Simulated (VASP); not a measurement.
Set up this calculation in VASP 6.6.1, as the native input.

```yaml
Task: single point
Functional: LDA
Potentials_or_basis: VASP PAW LDA potentials, release 64 (Ru_pv, Si)
Cutoff: 520 eV
k_mesh: 12 × 12 × 1
Occupations: gaussian, width 0.1 eV
Spin: no spin polarisation
Dipole_correction: yes
Further_INCAR_settings: ALGO = Normal; EDIFF = 1e-06; NBANDS = 46
```

The structure of SiRu5 lies in POSCAR:

```
SiRu5
1.0
    2.6740588505      0.0000000000      0.0000000000
   -1.3370294252      2.3158028957      0.0000000000
    0.0000000000      0.0000000000     23.8999247755
Ru Si
5 1
Direct
    0.6666666667      0.3333333333      0.1673645435
    0.3333333333      0.6666666667      0.2557907839
    0.6666666667      0.3333333333      0.3443582822
    0.3333333333      0.6666666667      0.4334512798
    0.6666666667      0.3333333333      0.5188269374
    1.0000000000      1.0000000000      0.6038331623
```

One way to write it, as run:

INCAR

```
SYSTEM = SiRu5
  PREC = Accurate
  ENCUT = 520
  EDIFF = 1E-6
  ISMEAR = 0
  SIGMA = 0.1
  LREAL = .FALSE.
  LASPH = .TRUE.
  NELM = 100
  ALGO = Normal
  ISIF = 2
  LWAVE = .FALSE.
  LCHARG = .TRUE.
  LDIPOL = .TRUE.
  IDIPOL = 3
  DIPOL = 0.5 0.5 0.387
  LELF = .TRUE.
  LVHAR = .TRUE.
  LVACPOTAV = .TRUE.
  NBANDS = 46
```

KPOINTS

```
regular mesh
0
G
  12 12 1
  0 0 0
```

Potentials or basis: VASP PAW LDA potentials, release 64 (Ru_pv, Si).

Launch:

```sh
$ cat potpaw_LDA.64/Ru_pv/POTCAR potpaw_LDA.64/Si/POTCAR > POTCAR
$ mpirun -np 1 vasp_std > vasp.out
```

Results of the run:

| Quantity | Value |
| --- | --- |
| Largest force | 0.914 eV/Å |
| Band gap on the k mesh | zero (band 37 reaches 5.91 eV, above the bottom of band 38 at 3.36 eV) |

Run time: 2.8 min on 1 thread of Intel(R) Xeon(R) 6975P-C (Granite Rapids), with other jobs on the host, peak memory 0.26 GiB.
